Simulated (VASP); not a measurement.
## CsSnBr3: relaxation of cell and atoms with PBEsol

The system is CsSnBr3.

```
Cs Sn Br
1.0
     5.74451    0.00000    0.00000
     0.00000    5.74451    0.00000
     0.00000    0.00000    5.74451
Cs Sn Br
1 1 3
Direct
  0.00000 0.00000 0.00000
  0.50000 0.50000 0.50000
  0.50000 0.00000 0.50000
  0.50000 0.50000 0.00000
  0.00000 0.50000 0.50000
```

| Quantity | Value |
| --- | --- |
| Program | VASP 6.6.1 |
| Task | relaxation of cell and atoms |
| Functional | PBEsol |
| Potentials or basis | VASP PAW PBE potentials, release 64 (Cs_sv, Sn_d, Br) |
| Cutoff | 500 eV |
| k mesh | 6 × 6 × 6 |
| Occupations | gaussian, width 0.01 eV |
| Spin | no spin polarisation |
| Target pressure | 1 GPa |
| Dipole correction | no |
| Further INCAR settings | ALGO = Normal; EDIFF = 1e-07; IBRION = 2; EDIFFG = -0.008; NSW = 70; ISIF = 3 |

The relaxed volume is 36.73 Å³/atom, the relaxed cell is a = 5.684 Å, b = 5.684 Å, c = 5.684 Å, α = 90.00°, β = 90.00°, γ = 90.00° and the space group after relaxing (to 0.1 Å) is Pm-3m (No. 221). The energy change on relaxing (the run minimises the enthalpy) is +4.7 meV/atom and the ionic steps are 3. The pressure after relaxing is 1.0 GPa and the band gap on the k mesh is zero (filled and empty bands touch).

Step by step:
```csv
step,energy change (eV),largest force (eV/Å),pressure (GPa),volume (Å³)
1,0.0000,0.0000,0.25,189.57
2,0.0172,0.0000,0.87,184.76
3,0.0237,0.0000,1.02,183.65
```

Final structure:
```
Cs Sn Br
1.0
     5.68408    0.00000    0.00000
     0.00000    5.68408    0.00000
     0.00000    0.00000    5.68408
Cs Sn Br
1 1 3
Cartesian
  0.0000 0.0000 0.0000
  2.8420 2.8420 2.8420
  2.8420 0.0000 2.8420
  2.8420 2.8420 0.0000
  0.0000 2.8420 2.8420
```

Levels at points of the mesh, in eV from the Fermi level:
| k point | band 18 | band 19 | band 20 | band 21 | band 22 | band 23 | band 24 | band 25 | band 26 |
| --- | --- | --- | --- | --- | --- | --- | --- | --- | --- |
| (0.00, 0.00, 0.00) | -3.66 | -3.66 | -3.48 | -3.48 | -3.48 | 1.63 | 2.56 | 2.56 | 3.21 |
| (0.50, 0.00, 0.00) | -3.86 | -3.84 | -3.64 | -3.64 | -2.30 | 1.16 | 3.18 | 3.77 | 3.77 |
| (0.50, 0.50, 0.00) | -3.97 | -3.97 | -3.92 | -3.09 | -1.12 | 0.63 | 0.63 | 3.72 | 3.87 |
| (0.50, 0.50, 0.50) | -3.91 | -3.07 | -3.07 | -3.07 | 0.00 | 0.00 | 0.00 | 0.04 | 3.12 |

Run time: 4.2 min on 1 thread of Intel(R) Xeon(R) 6975P-C (Granite Rapids) (shared host), peak memory 0.32 GiB.

Caveat: the cell is relaxed towards a set pressure, so the run minimises the enthalpy, not the energy; semilocal functionals underestimate gaps, and a narrow one can read as zero; the PAW data sets were made with another functional, which shifts forces and pressure a little; spin-orbit coupling is left out, which moves the levels of the heavy elements.
